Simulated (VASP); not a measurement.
Here is a VASP 6.6.1 calculation.

Contents of INCAR:

```
  PREC = Accurate
  ENCUT = 520
  EDIFF = 1E-7
  ISMEAR = 0
  SIGMA = 0.1
  LREAL = F
  LASPH = T
  NELM = 60
  ALGO = Normal
  ISIF = 2
  LWAVE = F
  LCHARG = F
  GGA = PE
  NBANDS = 36
```

The input KPOINTS:

```
regular mesh
0
Gamma
  4 4 4
```

File POSCAR:

```
Zn3GeO
1.0
    3.9346514400      0.0000000000      0.0000000000
    0.0000000000      3.9346514400      0.0000000000
    0.0000000000      0.0000000000      3.9346514400
Zn Ge O
3 1 1
Direct
    0.0000000000      0.5000000000      0.5000000000
    0.5000000000      0.0000000000      0.5000000000
    0.5000000000      0.5000000000      0.0000000000
    0.5000000000      0.5000000000      0.5000000000
    0.0000000000      0.0000000000      0.0000000000
```

Potentials or basis: VASP PAW PBE potentials, release 64 (Zn, Ge_d, O).

Run with:

```console
$ cat potpaw_PBE.64/Zn/POTCAR potpaw_PBE.64/Ge_d/POTCAR potpaw_PBE.64/O/POTCAR > POTCAR
$ mpirun -np 1 vasp_std > vasp.out
```

Problem. What does it give for the band gap on the k mesh?

Solution. Zero (filled and empty bands touch).

Problem. Estimate the pressure.

Solution. 83.0 GPa.

Caveat: the k points lie up to 0.40 Å⁻¹ apart.
